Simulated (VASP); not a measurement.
# NaH in VASP: notebook, part 2 of 2

VASP 6.6.1. The steps go on from the part before.

## Step 5: Single point, PBEsol (z stretched by -1 % at fixed volume)

File INCAR:

```
PREC = Accurate
ENCUT = 520
EDIFF = 1E-6
ISMEAR = -1
SIGMA = 0.02
LREAL = False
LASPH = True
NELM = 80
ALGO = Normal
ISIF = 2
LWAVE = False
LCHARG = False
GGA = PS
NBANDS = 11
```

File KPOINTS:

```
Automatic mesh
0
Gamma
  11 11 11
```

File POSCAR:

```
NaH
1.0
    0.0000000000      2.3984440168      2.3625574486
    2.3984440168      0.0000000000      2.3625574486
    2.3984440168      2.3984440168      0.0000000000
Na H
1 1
Direct
    0.0000000000      0.0000000000      0.0000000000
    0.5000000000      0.5000000000      0.5000000000
```

Potentials or basis: VASP PAW PBE potentials, release 64 (Na_pv, H).

Started as:

```console
$ cat potpaw_PBE.64/Na_pv/POTCAR potpaw_PBE.64/H/POTCAR > POTCAR
$ mpirun -np 1 vasp_std > vasp.out
```

OUTCAR:

```text
PREC = Accurate
   ENCUT = 520
   EDIFF = 1E-6
   ISMEAR = -1
   LREAL = False
   LASPH = True
   NELM = 80
   ISIF = 2
   GGA = PS

 ion  position               nearest neighbor table
   1  0.000  0.000  0.000-
   2  0.500  0.500  0.500-

  LATTYP: Found a body centered tetragonal cell.
 ALAT       =     3.3919120572
 C/A-ratio  =     1.3930534806

  Lattice vectors:

 A1 = (   0.0000000000,  -2.3984440168,  -2.3625574486)
 A2 = (   0.0000000000,   2.3984440168,  -2.3625574486)
 A3 = (   2.3984440168,   0.0000000000,   2.3625574486)

Analysis of symmetry for initial positions (statically):
=====================================================================
 Subroutine PRICEL returns:
 Original cell was already a primitive cell.

 Routine SETGRP: Setting up the symmetry group for a
 body centered tetragonal supercell.

 Subroutine GETGRP returns: Found 16 space group operations
 (whereof 16 operations were pure point group operations)
 out of a pool of 16 trial point group operations.

The static configuration has the point symmetry D_4h.

Analysis of symmetry for dynamics (positions and initial velocities):
=====================================================================
 Subroutine PRICEL returns:
 Original cell was already a primitive cell.

 Routine SETGRP: Setting up the symmetry group for a
 body centered tetragonal supercell.

 Subroutine GETGRP returns: Found 16 space group operations
 (whereof 16 operations were pure point group operations)
 out of a pool of 16 trial point group operations.

The dynamic configuration has the point symmetry D_4h.

 Subroutine INISYM returns: Found 16 space group operations
 (whereof 16 operations are pure point group operations),
 and found     1 'primitive' translations

[... 113 lines left out ...]
     AMIX     =   0.40;   BMIX     =  1.00
     AMIX_MAG =   1.60;   BMIX_MAG =  1.00
  volume/ion in A,a.u.               =      13.59        91.71
  Fermi-wavevector in a.u.,A,eV,Ry     =   1.088966  2.057847 16.134427  1.185847
  Thomas-Fermi vector in A             =   2.225159
   LORBIT       =      0    0 simple, 1 ext, 2 COOP (PROOUT), +10 PAW based schemes
   GGA     = PS    functional components
   LHFCALC =     F    Hartree Fock is set to
   AEXX    =    0.0000 exact exchange contribution
   IVDW    =     0    specifies the selected vdW correction
   LEPSILON=     F    determine dielectric tensor
   LRPA    =     F    only Hartree local field effects (RPA)
 non-spin polarized calculation
  energy-cutoff  :      520.00
  volume of cell :       27.18
 maximum number of plane-waves:       744
 NGX is ok and might be reduce to    28
   NGX = 13   NGY = 13   NGZ = 13

 number of electron       7.9999993 magnetization

 Free energy of the ion-electron system (eV)
  ---------------------------------------------------
  ext. energy  EPLUGINS =         0.00000000
  ---------------------------------------------------
  free energy    TOTEN  =        -5.08501293 eV

  energy without entropy =       -5.08501293  energy(sigma->0) =       -5.08501293

 E-fermi :  -0.5026     XC(G=0):  -8.0181

 val. band max:       -1.0065075865   @ k =  -0.2727   0.4545   0.1818
 cond. band min:       2.8134396243   @ k =  -0.4545  -0.0000   0.0909
 fundamental gap:      3.8199472108
 Fermi energy:        -0.5025586174

 k-point     1 :       0.0000    0.0000    0.0000
  band No.  band energies     occupation
      1     -22.9108      2.00000
      2     -22.9108      2.00000
      3     -22.9059      2.00000
      4      -4.8049      2.00000
      5       9.7686      0.00000
      6      14.6770      0.00000
      7      14.6770      0.00000
      8      14.7559      0.00000
      9      15.7363      0.00000
     10      15.7363      0.00000
     11      15.7569      0.00000
[... 309 lines left out ...]
 k-point    24 :      -0.1818    0.1818    0.0000
  band No.  band energies     occupation
      1     -22.9692      2.00000
      2     -22.9298      2.00000
      3     -22.9179      2.00000
      4      -3.3360      2.00000
      5       6.2274      0.00000
      6       8.2500      0.00000
      7      13.2504      0.00000
      8      13.4255      0.00000
      9      16.3863      0.00000
     10      17.5993      0.00000
     11      17.8661      0.00000

 [... further k-points ...]
[... 5 lines left out ...]
  --------------------------------------------------------------------------------------
  -------------------------------------------------------------------------------------
  Total        0.0150561      0.0150561      0.1118839      0.0000000     -0.0000000      0.0000000
  in kB        0.8874636      0.8874636      6.5948745      0.0000000     -0.0000000      0.0000000
  external PRESSURE =       2.7899339 kB  Pullay stress =       0.0000000 kB

 VOLUME and BASIS-vectors are now :
 -----------------------------------------------------------------------------
  energy-cutoff  :      520.00
  volume of cell :       27.18
      direct lattice vectors                 reciprocal lattice vectors
     0.000000000  2.398444017  2.362557449    -0.208468489  0.208468489  0.211635065
     2.398444017  0.000000000  2.362557449     0.208468489 -0.208468489  0.211635065
     2.398444017  2.398444017  0.000000000     0.208468489  0.208468489 -0.211635065

 POSITION                                       TOTAL-FORCE (eV/Angst)
 -----------------------------------------------------------------------------------
      0.00000      0.00000      0.00000         0.000000      0.000000     -0.000000
      2.39844      2.39844      2.36256         0.000000     -0.000000      0.000000
 -----------------------------------------------------------------------------------
    total drift:                               -0.000000     -0.000000     -0.000000

  FREE ENERGIE OF THE ION-ELECTRON SYSTEM (eV)
  ---------------------------------------------------
  free  energy   TOTEN  =        -5.0850129299 eV

  energy  without entropy=       -5.0850129299  energy(sigma->0) =       -5.08501293
```

OSZICAR:

```text
N       E                     dE             d eps       ncg     rms          rms(c)
DAV:   1     0.361220388030E+02    0.36122E+02   -0.45504E+03  2798   0.749E+02
DAV:   2    -0.424373022356E+01   -0.40366E+02   -0.39805E+02  2914   0.192E+02
DAV:   3    -0.545808857954E+01   -0.12144E+01   -0.12130E+01  3341   0.318E+01
DAV:   4    -0.546568313831E+01   -0.75946E-02   -0.75938E-02  3184   0.253E+00
DAV:   5    -0.546575029430E+01   -0.67156E-04   -0.67155E-04  3237   0.243E-01    0.294E+00
DAV:   6    -0.516609868386E+01    0.29965E+00   -0.29482E-01  3418   0.331E+00    0.137E+00
DAV:   7    -0.508269995537E+01    0.83399E-01   -0.27106E-01  3168   0.230E+00    0.323E-01
DAV:   8    -0.508502054327E+01   -0.23206E-02   -0.66463E-03  3132   0.986E-01    0.634E-02
DAV:   9    -0.508502386555E+01   -0.33223E-05   -0.63839E-04  3372   0.312E-01    0.183E-02
DAV:  10    -0.508501240103E+01    0.11465E-04   -0.37250E-05  3169   0.419E-02    0.279E-03
DAV:  11    -0.508501292986E+01   -0.52883E-06   -0.10911E-06  3230   0.612E-03
   1 F= -.50850129E+01 E0= -.50850129E+01  d E =-.182644E-12
```

stdout:

```text
POSCAR found type information on POSCAR NaH
 POSCAR found :  2 types and       2 ions
 scaLAPACK will be used
 -----------------------------------------------------------------------------
|                                                                             |
|                                                                             |
|     You enforced a specific xc type in the INCAR file but a different       |
|     I HOPE YOU KNOW WHAT YOU ARE DOING!                                     |
|                                                                             |
 -----------------------------------------------------------------------------

 LDA part: xc-table for (Slater+PW92), standard interpolation
 POSCAR, INCAR and KPOINTS ok, starting setup
 FFT: planning ... GRIDC
 FFT: planning ... GRID_SOFT
 FFT: planning ... GRID
 WAVECAR not read
 entering main loop
```

It took 19 s on 1 thread of Intel Xeon Platinum 8559C (Emerald Rapids), shared host; peak memory 0.17 GiB.

Results:

| Quantity | Value |
| --- | --- |
| Free energy | -5.0850 eV |
| Pressure | 0.3 GPa |
| Band gap on the k mesh | 3.82 eV, indirect (least direct gap 4.64 eV) |

Levels at points of the mesh, in eV from the valence-band top:
```tsv
k point	band 2	band 3	band 4	band 5	band 6	band 7
(0.00, 0.00, 0.00)	-21.90	-21.90	-3.80	10.78	15.68	15.68
```

Caveat: the PAW data sets were made with another functional, which shifts forces and pressure a little. A k mesh can miss the band edges.

## Step 6: Single point, PBEsol (equal xy, yz and zx shear strains of +2 %)

File INCAR:

```
PREC     = Accurate       # precision mode
ENCUT    = 520            # plane-wave cutoff, eV
EDIFF    = 1E-6           # SCF threshold, eV
ISMEAR   = -1             # smearing method
SIGMA    = 0.02           # smearing width, eV
LREAL    = False          # projectors in reciprocal space
LASPH    = True           # aspherical terms in the spheres
NELM     = 80             # most SCF steps
ALGO     = Normal         # electronic algorithm
ISIF     = 2              # what is computed and relaxed
LWAVE    = False          # write WAVECAR
LCHARG   = False          # write CHGCAR
GGA      = PS             # functional
NBANDS   = 11             # bands
```

KPOINTS is that of step 5.

File POSCAR:

```
NaH
1.0
    0.0477284333      2.4102858818      2.4102858818
    2.4102858818      0.0477284333      2.4102858818
    2.4102858818      2.4102858818      0.0477284333
Na H
1 1
Direct
    0.0000000000      0.0000000000      0.0000000000
    0.5000000000      0.5000000000      0.5000000000
```

Potentials or basis: VASP PAW PBE potentials, release 64 (Na_pv, H).

Started as:

```console
$ cat potpaw_PBE.64/Na_pv/POTCAR potpaw_PBE.64/H/POTCAR > POTCAR
$ mpirun -np 1 vasp_std > vasp.out
```

OUTCAR:

```text
PREC = Accurate
   ENCUT = 520
   EDIFF = 1E-6
   ISMEAR = -1
   LREAL = False
   LASPH = True
   NELM = 80
   ISIF = 2
   GGA = PS

 ion  position               nearest neighbor table
   1  0.000  0.000  0.000-
   2  0.500  0.500  0.500-

  LATTYP: Found a trigonal (rhomboedric) cell.
 ALAT       =     3.4089931164
 COS(alpha) =     0.5197000882

  Lattice vectors:

 A1 = (   0.0477284333,   2.4102858818,   2.4102858818)
 A2 = (   2.4102858818,   0.0477284333,   2.4102858818)
 A3 = (   2.4102858818,   2.4102858818,   0.0477284333)

Analysis of symmetry for initial positions (statically):
=====================================================================
 Subroutine PRICEL returns:
 Original cell was already a primitive cell.

 Routine SETGRP: Setting up the symmetry group for a
 trigonal (rhombohedral) supercell.

 Subroutine GETGRP returns: Found 12 space group operations
 (whereof 12 operations were pure point group operations)
 out of a pool of 12 trial point group operations.

The static configuration has the point symmetry D_3d.

Analysis of symmetry for dynamics (positions and initial velocities):
=====================================================================
 Subroutine PRICEL returns:
 Original cell was already a primitive cell.

 Routine SETGRP: Setting up the symmetry group for a
 trigonal (rhombohedral) supercell.

 Subroutine GETGRP returns: Found 12 space group operations
 (whereof 12 operations were pure point group operations)
 out of a pool of 12 trial point group operations.

The dynamic configuration has the point symmetry D_3d.

 Subroutine INISYM returns: Found 12 space group operations
 (whereof 12 operations are pure point group operations),
 and found     1 'primitive' translations

----------------------------------------------------------------------------------------

[... 112 lines left out ...]
     AMIX_MAG =   1.60;   BMIX_MAG =  1.00
  volume/ion in A,a.u.               =      13.59        91.69
  Fermi-wavevector in a.u.,A,eV,Ry     =   1.089074  2.058052 16.137633  1.186083
  Thomas-Fermi vector in A             =   2.225270
   LORBIT       =      0    0 simple, 1 ext, 2 COOP (PROOUT), +10 PAW based schemes
   GGA     = PS    functional components
   LHFCALC =     F    Hartree Fock is set to
   AEXX    =    0.0000 exact exchange contribution
   IVDW    =     0    specifies the selected vdW correction
   LEPSILON=     F    determine dielectric tensor
   LRPA    =     F    only Hartree local field effects (RPA)
 non-spin polarized calculation
  energy-cutoff  :      520.00
  volume of cell :       27.17
 maximum number of plane-waves:       745
 NGX is ok and might be reduce to    28
   NGX = 13   NGY = 13   NGZ = 13

 number of electron       7.9999997 magnetization

 Free energy of the ion-electron system (eV)
  ---------------------------------------------------
  ext. energy  EPLUGINS =         0.00000000
  ---------------------------------------------------
  free energy    TOTEN  =        -5.08313296 eV

  energy without entropy =       -5.08313296  energy(sigma->0) =       -5.08313296

 E-fermi :  -0.5742     XC(G=0):  -8.0195

 val. band max:       -0.9946235393   @ k =  -0.2727   0.4545   0.1818
 cond. band min:       2.6412252418   @ k =  -0.4545   0.4545   0.4545
 fundamental gap:      3.6358487811
 Fermi energy:        -0.5742240530

 k-point     1 :       0.0000    0.0000    0.0000
  band No.  band energies     occupation
      1     -22.9121      2.00000
      2     -22.9121      2.00000
      3     -22.9078      2.00000
      4      -4.8041      2.00000
      5       9.7587      0.00000
      6      14.2591      0.00000
      7      14.9482      0.00000
      8      14.9482      0.00000
      9      15.1475      0.00000
     10      15.9909      0.00000
     11      15.9909      0.00000
[... 309 lines left out ...]
 k-point    24 :      -0.1818    0.1818    0.0000
  band No.  band energies     occupation
      1     -22.9764      2.00000
      2     -22.9347      2.00000
      3     -22.9146      2.00000
      4      -3.2900      2.00000
      5       6.2588      0.00000
      6       8.2812      0.00000
      7      13.1145      0.00000
      8      13.3881      0.00000
      9      16.2523      0.00000
     10      17.2310      0.00000
     11      17.7785      0.00000

 [... further k-points ...]
[... 5 lines left out ...]
  --------------------------------------------------------------------------------------
  -------------------------------------------------------------------------------------
  Total        0.0463073      0.0463073      0.0463073     -0.0803859     -0.0803859     -0.0803859
  in kB        2.7303479      2.7303479      2.7303479     -4.7396751     -4.7396751     -4.7396751
  external PRESSURE =       2.7303479 kB  Pullay stress =       0.0000000 kB

 VOLUME and BASIS-vectors are now :
 -----------------------------------------------------------------------------
  energy-cutoff  :      520.00
  volume of cell :       27.17
      direct lattice vectors                 reciprocal lattice vectors
     0.047728433  2.410285882  2.410285882    -0.213709919  0.209560212  0.209560212
     2.410285882  0.047728433  2.410285882     0.209560212 -0.213709919  0.209560212
     2.410285882  2.410285882  0.047728433     0.209560212  0.209560212 -0.213709919

 POSITION                                       TOTAL-FORCE (eV/Angst)
 -----------------------------------------------------------------------------------
      0.00000      0.00000      0.00000        -0.000000      0.000000     -0.000000
      2.43415      2.43415      2.43415         0.000000     -0.000000      0.000000
 -----------------------------------------------------------------------------------
    total drift:                               -0.000000     -0.000000     -0.000000

  FREE ENERGIE OF THE ION-ELECTRON SYSTEM (eV)
  ---------------------------------------------------
  free  energy   TOTEN  =        -5.0831329625 eV

  energy  without entropy=       -5.0831329625  energy(sigma->0) =       -5.08313296
```

OSZICAR:

```text
N       E                     dE             d eps       ncg     rms          rms(c)
DAV:   1     0.374738663540E+02    0.37474E+02   -0.45341E+03  3221   0.757E+02
DAV:   2    -0.418577640925E+01   -0.41660E+02   -0.40937E+02  3322   0.196E+02
DAV:   3    -0.545593430512E+01   -0.12702E+01   -0.12683E+01  3935   0.328E+01
DAV:   4    -0.546392235151E+01   -0.79880E-02   -0.79872E-02  3676   0.258E+00
DAV:   5    -0.546398591514E+01   -0.63564E-04   -0.63563E-04  3692   0.237E-01    0.293E+00
DAV:   6    -0.516427155924E+01    0.29971E+00   -0.29422E-01  3907   0.331E+00    0.137E+00
DAV:   7    -0.508083485085E+01    0.83437E-01   -0.27185E-01  3680   0.231E+00    0.323E-01
DAV:   8    -0.508314291494E+01   -0.23081E-02   -0.65823E-03  3629   0.983E-01    0.636E-02
DAV:   9    -0.508314309583E+01   -0.18089E-06   -0.65565E-04  3944   0.314E-01    0.187E-02
DAV:  10    -0.508313215456E+01    0.10941E-04   -0.38597E-05  3612   0.422E-02    0.278E-03
DAV:  11    -0.508313296250E+01   -0.80795E-06   -0.10792E-06  3733   0.618E-03
   1 F= -.50831330E+01 E0= -.50831330E+01  d E =-.787871E-11
```

It took 26 s on 1 thread of Intel Xeon Platinum 8559C (Emerald Rapids), shared host; peak memory 0.18 GiB.

What came out:

```
Free energy            : -5.0831 eV
Pressure               : 0.3 GPa
Band gap on the k mesh : 3.64 eV, indirect (least direct gap 4.59 eV)
```

Stress tensor (GPa, compression positive):
```
 0.27 -0.47 -0.47
-0.47  0.27 -0.47
-0.47 -0.47  0.27
```

Levels at points of the mesh, in eV from the valence-band top:
| k point | band 2 | band 3 | band 4 | band 5 | band 6 | band 7 |
| --- | --- | --- | --- | --- | --- | --- |
| (0.00, 0.00, 0.00) | -21.92 | -21.91 | -3.81 | 10.75 | 15.25 | 15.94 |

Caveat: the cell differs from its parent crystal (equal xy, yz and zx shear strains of +2 %); the PAW data sets were made with another functional, which shifts forces and pressure a little.

## Step 7: Summary

```csv
cell,gap on the mesh (eV),pressure (GPa)
"a = 3.352 Å, angles 60.0°, 2 atoms",3.87,0.8
"a = 3.397 Å, angles 60.0°, 2 atoms",3.80,-0.2
"a = 3.419 Å, angles 60.0°, 2 atoms",3.76,-0.6
"a = 3.367, b = 3.367, c = 3.392 Å, angles 59.8, 59.8, 60.5°, 2 atoms",3.82,0.3
"a = 3.409 Å, angles 58.7°, 2 atoms",3.64,0.3
```

Alike in all rows: task single point; level PBEsol; potentials or basis VASP PAW PBE potentials, release 64 (Na_pv, H); no spin polarisation; k mesh 11 × 11 × 11; cutoff (eV) 520; smearing fermi-dirac 0.02 eV.

Caveats: the PAW data sets were made with another functional, which shifts forces and pressure a little.

Total energies depend on the potentials used, so only differences within one code and one set of settings carry meaning.
